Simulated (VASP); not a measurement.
# GaSb (I-4m2) in VASP: further runs

The runs below take GaSb through single point, with PBE, LDA.

Program: VASP 6.6.1. These are calculated values, not measurements. Logs are shortened: lines on timing, memory, paths and dates and some standing lists are left out, and cuts for length are marked.

### 1 The cell of the first run

The structure is tetragonal, space group I-4m2 (No. 119). The conventional cell has a = 5.579 Å, b = 5.579 Å, c = 3.223 Å, α = 90.00°, β = 90.00°, γ = 90.00°. Sb (site symmetry -4m2) has 8 Ga at 2.90 to 3.69 Å and 2 Sb at 3.22 Å within 3.8 Å. Ga (site symmetry -4m2) has 8 Sb at 2.90 to 3.69 Å and 2 Ga at 3.22 Å within 3.8 Å.

### 2 Single point, PBE (volume scaled by 1.04)

File INCAR:

```
PREC = Accurate
ENCUT = 520
EDIFF = 1E-6
ISMEAR = -1
SIGMA = 0.05
LREAL = F
LASPH = T
NELM = 80
ALGO = Normal
ISIF = 2
LWAVE = F
LCHARG = T
GGA = PE
LELF = T
LVHAR = T
NBANDS = 16
```

File KPOINTS:

```
Automatic mesh
0
Gamma
  10 10 10
```

File POSCAR:

```
GaSb
1.0
   -2.7896675499      2.7896675499      1.6116397558
    2.7896675499     -2.7896675499      1.6116397558
    2.7896675499      2.7896675499     -1.6116397558
Sb Ga
1 1
Direct
    0.0000000000      0.0000000000      0.0000000000
    0.7500000000      0.2500000000      0.5000000000
```

Potentials or basis: VASP PAW PBE potentials, release 64 (Sb, Ga_d).

Command:

```
> cat potpaw_PBE.64/Sb/POTCAR potpaw_PBE.64/Ga_d/POTCAR > POTCAR
> mpirun -np 1 vasp_std > vasp.out
```

OUTCAR:

```text
PREC = Accurate
   ENCUT = 520
   EDIFF = 1E-6
   ISMEAR = -1
   LREAL = F
   LASPH = T
   NELM = 80
   ISIF = 2
   GGA = PE

 ion  position               nearest neighbor table
   1  0.000  0.000  0.000-   2 2.90   2 2.90   2 2.90   2 2.90
   2  0.750  0.250  0.500-   1 2.90   1 2.90   1 2.90   1 2.90

  LATTYP: Found a body centered tetragonal cell.
 ALAT       =     5.5793350998
 C/A-ratio  =     0.5777174975

  Lattice vectors:

 A1 = (  -2.7896675499,   2.7896675499,   1.6116397558)
 A2 = (   2.7896675499,  -2.7896675499,   1.6116397558)
 A3 = (   2.7896675499,   2.7896675499,  -1.6116397558)

Analysis of symmetry for initial positions (statically):
=====================================================================
 Subroutine PRICEL returns:
 Original cell was already a primitive cell.

 Routine SETGRP: Setting up the symmetry group for a
 body centered tetragonal supercell.

 Subroutine GETGRP returns: Found  8 space group operations
 (whereof  8 operations were pure point group operations)
 out of a pool of 16 trial point group operations.

The static configuration has the point symmetry D_2d.

Analysis of symmetry for dynamics (positions and initial velocities):
=====================================================================
 Subroutine PRICEL returns:
 Original cell was already a primitive cell.

 Routine SETGRP: Setting up the symmetry group for a
 body centered tetragonal supercell.

 Subroutine GETGRP returns: Found  8 space group operations
 (whereof  8 operations were pure point group operations)
 out of a pool of 16 trial point group operations.

The dynamic configuration has the point symmetry D_2d.

 Subroutine INISYM returns: Found  8 space group operations
 (whereof  8 operations are pure point group operations),
 and found     1 'primitive' translations

----------------------------------------------------------------------------------------

                                     Primitive cell

  volume of cell :      50.1687

  direct lattice vectors                    reciprocal lattice vectors
    -2.789667550  2.789667550  1.611639756     0.000000000  0.179232827  0.310243029
     2.789667550 -2.789667550  1.611639756     0.179232827  0.000000000  0.310243029
     2.789667550  2.789667550 -1.611639756     0.179232827  0.179232827  0.000000000

[... 73 lines left out ...]
 SYSTEM =  unknown system
   PREC   = accura    normal or accurate (medium, high low for compatibility)
   ISTART =      0    job   : 0-new  1-cont  2-samecut
   ICHARG =      2    charge: 1-file 2-atom 10-const
   ISPIN  =      1    spin polarized calculation?
   LNONCOLLINEAR =      F non collinear calculations
   LSORBIT =      F    spin-orbit coupling
   LASPH  =      T    aspherical Exc in radial PAW
   ENCUT  =  520.0 eV  38.22 Ry    6.18 a.u.   7.92  7.92  7.92*2*pi/ulx,y,z
   NELM   =     80;   NELMIN=  2; NELMDL= -5     # of ELM steps
   EDIFF  = 0.1E-05   stopping-criterion for ELM
   LREAL  =      F    real-space projection
   EDIFFG = 0.1E-04   stopping-criterion for IOM
   NSW    =      0    number of steps for IOM
   IBRION =     -1    ionic relax: 0-MD 1-quasi-New 2-CG
   NFREE  =      0    steps in history (QN), initial steepest desc. (CG)
   ISIF   =      2    stress and relaxation
   ISYM   =      2    0-nonsym 1-usesym 2-fastsym
   POTIM  = 0.5000    time-step for ionic-motion
   TEBEG  =    0.0;   TEEND  =   0.0 temperature during run
   PSTRESS=    0.0 pullay stress
   NELECT =      18.0000    total number of electrons
   NUPDOWN=      -1.0000    fix difference up-down
   EMIN   =  10.00;   EMAX   =-10.00  energy-range for DOS
   EFERMI =   0.00;   METHOD = LEGACY
   ISMEAR =    -1;   SIGMA  =   0.05  broadening in eV -4-tet -1-fermi 0-gaus
   EFERMI_NEDOS =   21; number of points for ismear=-14 and -15
   IALGO  =     38    algorithm
   IMIX   =      4    mixing-type and parameters
     AMIX     =   0.40;   BMIX     =  1.00
     AMIX_MAG =   1.60;   BMIX_MAG =  1.00
  volume/ion in A,a.u.               =      25.08       169.28
  Fermi-wavevector in a.u.,A,eV,Ry     =   1.163290  2.198300 18.412001  1.353244
  Thomas-Fermi vector in A             =   2.299842
   LORBIT       =      0    0 simple, 1 ext, 2 COOP (PROOUT), +10 PAW based schemes
   GGA     = PE    functional components
   LHFCALC =     F    Hartree Fock is set to
   AEXX    =    0.0000 exact exchange contribution
   IVDW    =     0    specifies the selected vdW correction
   LEPSILON=     F    determine dielectric tensor
   LRPA    =     F    only Hartree local field effects (RPA)
 non-spin polarized calculation
  energy-cutoff  :      520.00
  volume of cell :       50.17
 maximum number of plane-waves:      1378
   NGX = 15   NGY = 15   NGZ = 15

 number of electron      17.9999987 magnetization

 Free energy of the ion-electron system (eV)
  ---------------------------------------------------
  ext. energy  EPLUGINS =         0.00000000
  ---------------------------------------------------
  free energy    TOTEN  =        -6.98646000 eV

  energy without entropy =       -6.98178315  energy(sigma->0) =       -6.98412157

 E-fermi :   6.1013     XC(G=0): -10.0575

 val. band max:        6.0913155962   @ k =   0.4000   0.4000   0.1000
 cond. band min:       6.1235978767   @ k =   0.5000   0.5000  -0.0000
 fundamental gap:      0.0322822805
 Fermi energy:         6.1013483432

 k-point     1 :       0.0000    0.0000    0.0000
  band No.  band energies     occupation
      1      -8.7638      2.00000
      2      -8.6863      2.00000
      3      -8.6790      2.00000
      4      -8.6638      2.00000
      5      -8.6638      2.00000
      6      -5.5334      2.00000
[... 433 lines left out ...]
      3      -8.6920      2.00000
      4      -8.6801      2.00000
      5      -8.6605      2.00000
      6      -2.9045      2.00000
[... 8 lines left out ...]
     15      15.5842      0.00000
     16      16.5928      0.00000

 [... further k-points ...]
[... 5 lines left out ...]
  --------------------------------------------------------------------------------------
  -------------------------------------------------------------------------------------
  Total       -0.4843892     -0.4843892     -0.6864838      0.0000000      0.0000000      0.0000000
  in kB      -15.4693536    -15.4693536    -21.9234066      0.0000000      0.0000000      0.0000000
  external PRESSURE =     -17.6207046 kB  Pullay stress =       0.0000000 kB

 VOLUME and BASIS-vectors are now :
 -----------------------------------------------------------------------------
  energy-cutoff  :      520.00
  volume of cell :       50.17
      direct lattice vectors                 reciprocal lattice vectors
    -2.789667550  2.789667550  1.611639756     0.000000000  0.179232827  0.310243029
     2.789667550 -2.789667550  1.611639756     0.179232827  0.000000000  0.310243029
     2.789667550  2.789667550 -1.611639756     0.179232827  0.179232827  0.000000000

 POSITION                                       TOTAL-FORCE (eV/Angst)
 -----------------------------------------------------------------------------------
      0.00000      0.00000      0.00000         0.000000      0.000000      0.000000
     -0.00000      2.78967      0.80582        -0.000000     -0.000000     -0.000000
 -----------------------------------------------------------------------------------
    total drift:                               -0.000000      0.000000      0.000000

  FREE ENERGIE OF THE ION-ELECTRON SYSTEM (eV)
  ---------------------------------------------------
  free  energy   TOTEN  =        -6.9864599987 eV

  energy  without entropy=       -6.9817831507  energy(sigma->0) =       -6.98412157
```

It took 25 s on 1 thread of Intel Xeon 6975P-C (Granite Rapids), shared host; peak memory 0.23 GiB.

Results:

```yaml
Free_energy: -6.9865 eV
Pressure: -1.8 GPa
Band_gap_on_the_k_mesh: zero (band 9 reaches 7.92 eV, above the bottom of band 10 at 3.56 eV)
```

Caveat: spin-orbit coupling is left out, which moves the levels of the heavy elements.

### 3 Single point, PBE (volume scaled by 1.06)

Edit INCAR of step 2 so:

```diff
@@ -7,3 +7,3 @@
 LASPH = T
-NELM = 80
+NELM = 60
 ALGO = Normal
```

KPOINTS is that of step 2.

File POSCAR:

```
GaSb
1.0
   -2.8074366121      2.8074366121      1.6219052539
    2.8074366121     -2.8074366121      1.6219052539
    2.8074366121      2.8074366121     -1.6219052539
Sb Ga
1 1
Direct
    0.0000000000      0.0000000000      0.0000000000
    0.7500000000      0.2500000000      0.5000000000
```

Potentials or basis: VASP PAW PBE potentials, release 64 (Sb, Ga_d).

Command:

```
> cat potpaw_PBE.64/Sb/POTCAR potpaw_PBE.64/Ga_d/POTCAR > POTCAR
> mpirun -np 1 vasp_std > vasp.out
```

Run time: 25 s. Hardware: 1 thread of Intel Xeon 6975P-C (Granite Rapids), shared host; peak memory 0.22 GiB.

Results (log left out):

| Quantity | Value |
| --- | --- |
| Free energy | -6.9737 eV |
| Pressure | -2.6 GPa |
| Band gap on the k mesh | zero (band 9 reaches 7.72 eV, above the bottom of band 10 at 3.42 eV) |

Stress tensor (GPa, compression positive):
```
-2.39  0.00  0.00
 0.00 -2.39  0.00
 0.00  0.00 -2.89
```

Levels at points of the mesh, in eV from the Fermi level:
| k point | band 6 | band 7 | band 8 | band 9 | band 10 | band 11 | band 12 | band 13 |
| --- | --- | --- | --- | --- | --- | --- | --- | --- |
| (0.00, 0.00, 0.00) | -11.50 | -3.08 | -1.69 | -1.69 | 3.57 | 4.65 | 6.81 | 6.81 |
| (0.50, 0.00, 0.00) | -8.20 | -5.32 | -2.40 | -1.34 | -1.01 | 2.52 | 3.15 | 4.91 |
| (0.50, 0.50, 0.00) | -10.16 | -7.65 | 0.02 | 1.82 | 1.99 | 2.30 | 4.32 | 6.38 |
| (0.50, 0.50, 0.50) | -9.16 | -5.73 | -4.59 | -4.59 | 3.27 | 4.85 | 9.77 | 9.77 |

Caveat: spin-orbit coupling is left out, which moves the levels of the heavy elements.

### 4 Single point, LDA (volume scaled by 0.94)

File INCAR:

```
ALGO = Normal
EDIFF = 1E-7
ENCUT = 520
ISIF = 2
ISMEAR = -1
LASPH = True
LCHARG = False
LREAL = False
LWAVE = False
NBANDS = 16
NELM = 80
PREC = Accurate
SIGMA = 0.05
```

File KPOINTS:

```
k-points
0
Gamma
  10 10 10
```

File POSCAR:

```
GaSb
1.0
   -2.6972256977      2.6972256977      1.5582344802
    2.6972256977     -2.6972256977      1.5582344802
    2.6972256977      2.6972256977     -1.5582344802
Sb Ga
1 1
Direct
    0.0000000000      0.0000000000      0.0000000000
    0.7500000000      0.2500000000      0.5000000000
```

Potentials or basis: VASP PAW LDA potentials, release 64 (Sb, Ga_d).

Command:

```
> cat potpaw_LDA.64/Sb/POTCAR potpaw_LDA.64/Ga_d/POTCAR > POTCAR
> mpirun -np 1 vasp_std > vasp.out
```

OUTCAR:

```text
EDIFF = 1E-7
   ENCUT = 520
   ISIF = 2
   ISMEAR = -1
   LASPH = True
   LREAL = False
   NELM = 80
   PREC = Accurate

 ion  position               nearest neighbor table
   1  0.000  0.000  0.000-   2 2.81   2 2.81   2 2.81   2 2.81
   2  0.750  0.250  0.500-   1 2.81   1 2.81   1 2.81   1 2.81

  LATTYP: Found a body centered tetragonal cell.
 ALAT       =     5.3944513954
 C/A-ratio  =     0.5777174975

  Lattice vectors:

 A1 = (  -2.6972256977,   2.6972256977,   1.5582344802)
 A2 = (   2.6972256977,  -2.6972256977,   1.5582344802)
 A3 = (   2.6972256977,   2.6972256977,  -1.5582344802)

Analysis of symmetry for initial positions (statically):
=====================================================================
 Subroutine PRICEL returns:
 Original cell was already a primitive cell.

 Routine SETGRP: Setting up the symmetry group for a
 body centered tetragonal supercell.

 Subroutine GETGRP returns: Found  8 space group operations
 (whereof  8 operations were pure point group operations)
 out of a pool of 16 trial point group operations.

The static configuration has the point symmetry D_2d.

[... 153 lines left out ...]
  ext. energy  EPLUGINS =         0.00000000
  ---------------------------------------------------
  free energy    TOTEN  =        -8.38374604 eV

  energy without entropy =       -8.37873782  energy(sigma->0) =       -8.38124193

 E-fermi :   7.0970     XC(G=0): -10.7407

 val. band max:        7.0869193326   @ k =   0.4000   0.4000   0.1000
 cond. band min:       7.1107006297   @ k =   0.5000   0.5000   0.0000
 fundamental gap:      0.0237812972
 Fermi energy:         7.0969813418

 k-point     1 :       0.0000    0.0000    0.0000
  band No.  band energies     occupation
      1      -7.9879      2.00000
      2      -7.9032      2.00000
      3      -7.8960      2.00000
      4      -7.8584      2.00000
      5      -7.8584      2.00000
      6      -5.3269      2.00000
[... 433 lines left out ...]
      3      -7.8985      2.00000
      4      -7.8766      2.00000
      5      -7.8689      2.00000
      6      -2.3094      2.00000
[... 8 lines left out ...]
     15      16.9662      0.00000
     16      17.9569      0.00000

 [... further k-points ...]
[... 5 lines left out ...]
  --------------------------------------------------------------------------------------
  -------------------------------------------------------------------------------------
  Total       -0.1831104     -0.1831104     -0.4057675      0.0000000      0.0000000      0.0000000
  in kB       -6.4698800     -6.4698800    -14.3370724      0.0000000      0.0000000      0.0000000
  external PRESSURE =      -9.0922774 kB  Pullay stress =       0.0000000 kB

 VOLUME and BASIS-vectors are now :
 -----------------------------------------------------------------------------
  energy-cutoff  :      520.00
  volume of cell :       45.34
      direct lattice vectors                 reciprocal lattice vectors
    -2.697225698  2.697225698  1.558234480     0.000000000  0.185375662  0.320875970
     2.697225698 -2.697225698  1.558234480     0.185375662  0.000000000  0.320875970
     2.697225698  2.697225698 -1.558234480     0.185375662  0.185375662  0.000000000

 POSITION                                       TOTAL-FORCE (eV/Angst)
 -----------------------------------------------------------------------------------
      0.00000      0.00000      0.00000         0.000000      0.000000     -0.000000
      0.00000      2.69723      0.77912        -0.000000     -0.000000      0.000000
 -----------------------------------------------------------------------------------
    total drift:                               -0.000000      0.000000      0.000000

  FREE ENERGIE OF THE ION-ELECTRON SYSTEM (eV)
  ---------------------------------------------------
  free  energy   TOTEN  =        -8.3837460390 eV

  energy  without entropy=       -8.3787378184  energy(sigma->0) =       -8.38124193
```

OSZICAR:

```text
N       E                     dE             d eps       ncg     rms          rms(c)
DAV:   1     0.829522550923E+02    0.82952E+02   -0.82026E+03  3272   0.150E+03
DAV:   2    -0.218485492920E+01   -0.85137E+02   -0.82292E+02  3784   0.318E+02
DAV:   3    -0.831982374637E+01   -0.61350E+01   -0.61086E+01  3928   0.643E+01
DAV:   4    -0.842350426331E+01   -0.10368E+00   -0.10366E+00  4104   0.920E+00
DAV:   5    -0.842593669814E+01   -0.24324E-02   -0.24324E-02  4152   0.126E+00    0.277E+00
DAV:   6    -0.839449201544E+01    0.31445E-01   -0.40304E-02  4232   0.348E+00    0.155E+00
DAV:   7    -0.838417987429E+01    0.10312E-01   -0.12678E-02  4888   0.127E+00    0.232E-01
DAV:   8    -0.838375880811E+01    0.42107E-03   -0.16658E-03  4336   0.544E-01    0.365E-02
DAV:   9    -0.838374684494E+01    0.11963E-04   -0.69354E-05  3904   0.661E-02    0.185E-02
DAV:  10    -0.838374616319E+01    0.68175E-06   -0.80010E-06  4232   0.243E-02    0.322E-03
DAV:  11    -0.838374604799E+01    0.11521E-06   -0.10123E-06  4104   0.994E-03    0.202E-03
DAV:  12    -0.838374603900E+01    0.89890E-08   -0.42469E-08  2608   0.155E-03
   1 F= -.83837460E+01 E0= -.83812419E+01  d E =-.500822E-02
```

stdout:

```text
POSCAR found type information on POSCAR SbGa
 POSCAR found :  2 types and       2 ions
 scaLAPACK will be used
 LDA part: xc-table for (Slater(with rela. corr.)+CA(PZ))
 , standard interpolation
 POSCAR, INCAR and KPOINTS ok, starting setup
 FFT: planning ... GRIDC
 FFT: planning ... GRID_SOFT
 FFT: planning ... GRID
 WAVECAR not read
 entering main loop
```

Run time: 22 s. Hardware: 1 thread of Intel Xeon 6975P-C (Granite Rapids), shared host; peak memory 0.2 GiB.

What came out:

| Quantity | Value |
| --- | --- |
| Free energy | -8.3837 eV |
| Pressure | -0.9 GPa |
| Band gap on the k mesh | zero (band 9 reaches 8.88 eV, above the bottom of band 10 at 4.18 eV) |

Stress tensor (GPa, compression positive):
```
-0.65  0.00  0.00
 0.00 -0.65  0.00
 0.00  0.00 -1.43
```

Caveat: spin-orbit coupling is left out, which moves the levels of the heavy elements.

### 5 Summary

```tsv
level	potentials or basis	cell	gap on the mesh (eV)	pressure (GPa)
PBE	VASP PAW PBE potentials, release 64 (Sb, Ga_d)	a = 4.262 Å, angles 98.2, 98.2, 135.6°, 2 atoms	none	-1.8
PBE	VASP PAW PBE potentials, release 64 (Sb, Ga_d)	a = 4.289 Å, angles 98.2, 98.2, 135.6°, 2 atoms	none	-2.6
LDA	VASP PAW LDA potentials, release 64 (Sb, Ga_d)	a = 4.120 Å, angles 98.2, 98.2, 135.6°, 2 atoms	none	-0.9
```

Alike in all rows: task single point; no spin polarisation; k mesh 10 × 10 × 10; cutoff (eV) 520; smearing fermi-dirac 0.05 eV.

Caveats: spin-orbit coupling is left out, which moves the levels of the heavy elements.

Absolute energies hang on the potentials; compare differences alone.
